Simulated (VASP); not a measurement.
Here is a VASP 6.6.1 calculation.

The input INCAR:

```
PREC = Accurate
ENCUT = 520
EDIFF = 1E-6
ISMEAR = -1
SIGMA = 0.1
LREAL = F
LASPH = T
NELM = 100
ALGO = Normal
ISIF = 2
LWAVE = F
LCHARG = F
GGA = RE
NBANDS = 10
```

KPOINTS

```
Automatic mesh
0
Gamma
  10 10 10
```

POSCAR

```
Li
1.0
    0.0000000000      3.0488236598      3.0488236598
    3.0488236598      0.0000000000      3.0488236598
    3.0488236598      3.0488236598      0.0000000000
Li
2
Direct
    0.1250000000      0.1250000000      0.1250000000
    0.8750000000      0.8750000000      0.8750000000
```

Potentials or basis: VASP PAW PBE potentials, release 64 (Li_sv).

Command:

```bash
$ cat potpaw_PBE.64/Li_sv/POTCAR > POTCAR
$ mpirun -np 1 vasp_std > vasp.out
```

(1) Estimate the band gap on the k mesh.

Results:

(1) zero (band 3 reaches 0.49 eV, above the bottom of band 4 at -0.42 eV).
